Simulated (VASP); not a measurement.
WC, 2 atoms in the cell. It takes space group Fm-3m (No. 225, cubic). Conventional cell: a = 4.385 Å, b = 4.385 Å, c = 4.385 Å, α = 90.00°, β = 90.00°, γ = 90.00°. Within 2.9 Å of W (site symmetry m-3m) lie 6 C at 2.19 Å. C (site symmetry m-3m) has 6 W at 2.19 Å within 2.9 Å. 

| Item | Value |
| --- | --- |
| Program | VASP 6.6.1 |
| Task | single point |
| Functional | r2SCAN |
| Potentials or basis | VASP PAW PBE potentials, release 64 (W_sv, C) |
| Cutoff | 520 eV |
| k mesh | 14 × 14 × 14 |
| Occupations | fermi-dirac, width 0.1 eV |
| Spin | no spin polarisation |
| Dipole correction | no |
| Further INCAR settings | ALGO = Normal; EDIFF = 1e-06; NBANDS = 16 |

Potentials or basis: VASP PAW PBE potentials, release 64 (W_sv, C).

Launch:

```console
$ cat potpaw_PBE.64/W_sv/POTCAR potpaw_PBE.64/C/POTCAR > POTCAR
$ cp INCAR.step1 INCAR
$ mpirun -np 1 vasp_std > vasp.out
$ cp INCAR.step2 INCAR
$ mpirun -np 1 vasp_std > vasp.out
```

Hardware: 1 thread of Intel(R) Xeon(R) Platinum 8259CL CPU @ 2.50GHz (Skylake/Cascade Lake), with other jobs on the host.

Q: How long does it take, and how much memory?

A: Wall time 80 s on 1 thread of Intel(R) Xeon(R) Platinum 8259CL CPU @ 2.50GHz (Skylake/Cascade Lake) (shared host), peak memory 0.17 GiB. Counts: k points 104.
